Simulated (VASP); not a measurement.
Runs of VASP 6.6.1 on Sn. The structure is that of space group I4/mmm (No. 139), or close to it. The cells are those of the table. 

| cell | further INCAR settings | gap on the mesh (eV) | pressure (GPa) |
| --- | --- | --- | --- |
| a = 3.338 Å, angles 116.6, 116.6, 96.0°, 1 atom | ALGO = Fast; EDIFF = 1e-07; NBANDS = 13 | none | -1.5 |
| a = 3.211 Å, angles 113.8, 113.7, 101.2°, 1 atom | ALGO = Fast; EDIFF = 1e-06; NBANDS = 13 | none | 3.5 |
| a = 3.382 Å, angles 117.5, 117.5, 94.4°, 1 atom | ALGO = Fast; EDIFF = 1e-07; NBANDS = 13 | none | -2.7 |
| a = 3.360 Å, angles 117.0, 117.0, 95.2°, 1 atom | ALGO = Fast; EDIFF = 1e-06; NBANDS = 13 | none | -2.0 |
| a = 3.273 Å, angles 115.2, 115.2, 98.6°, 1 atom | ALGO = Fast; EDIFF = 1e-06; NBANDS = 13 | none | (a) |
| a = 3.252 Å, angles 114.7, 114.7, 99.4°, 1 atom | ALGO = Fast; EDIFF = 1e-06; NBANDS = 13 | none | (c) |
| a = 3.231 Å, angles 114.2, 114.2, 100.3°, 1 atom | ALGO = Fast; EDIFF = 1e-06; NBANDS = 13 | none | (b) |
| a = 3.316 Å, angles 116.1, 116.1, 96.9°, 1 atom | ALGO = Fast; EDIFF = 1e-06; NBANDS = 13 | none | -0.7 |

Alike in all rows: task single point; level PBE+D3(BJ); potentials or basis VASP PAW PBE potentials, release 64 (Sn_d); no spin polarisation; k mesh 24 × 24 × 24; cutoff (eV) 520; smearing gaussian 0.15 eV.

Q: Estimate the missing entries.

A: (a) 0.7; (b) 2.5; (c) 1.6.

Caveats: spin-orbit coupling is left out, which moves the levels of the heavy elements; pairwise dispersion overbinds metals, which lowers pressure and volume.

A k mesh can miss the band edges, and the runs leave out spin-orbit coupling on Sn.

A gap of «none» marks levels without a gap at the run's occupations.
